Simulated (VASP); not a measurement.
TiC, 2 atoms in the cell. The structure is cubic, space group Fm-3m (No. 225). Conventional cell: a = 4.331 Å, b = 4.331 Å, c = 4.331 Å, α = 90.00°, β = 90.00°, γ = 90.00°. Within 2.9 Å of Ti (site symmetry m-3m) lie 6 C at 2.17 Å. C (site symmetry m-3m) has 6 Ti at 2.17 Å within 2.9 Å. 

```yaml
Program: VASP 6.6.1
Task: vibrations by perturbation theory
Functional: LDA
Potentials_or_basis: VASP PAW LDA potentials, release 64 (Ti_sv, C)
Cutoff: 520 eV
k_mesh: 8 × 8 × 8
Occupations: fermi-dirac, width 0.05 eV
Spin: no spin polarisation
Dipole_correction: no
Further_INCAR_settings: ALGO = Normal; EDIFF = 1e-08; IBRION = 8; NSW = 1
```

Potentials or basis: VASP PAW LDA potentials, release 64 (Ti_sv, C).

Launch:

```sh
$ cat potpaw_LDA.64/Ti_sv/POTCAR potpaw_LDA.64/C/POTCAR > POTCAR
$ mpirun -np 1 vasp_std > vasp.out
```

Hardware: 1 thread of Intel(R) Xeon(R) 6975P-C (Granite Rapids) (shared host).

Q: How long does it take, and how much memory?

A: It took 26 s on 1 thread of Intel(R) Xeon(R) 6975P-C (Granite Rapids), on a shared host, peak memory 0.16 GiB. Counts: scf iterations 54, k points 29.
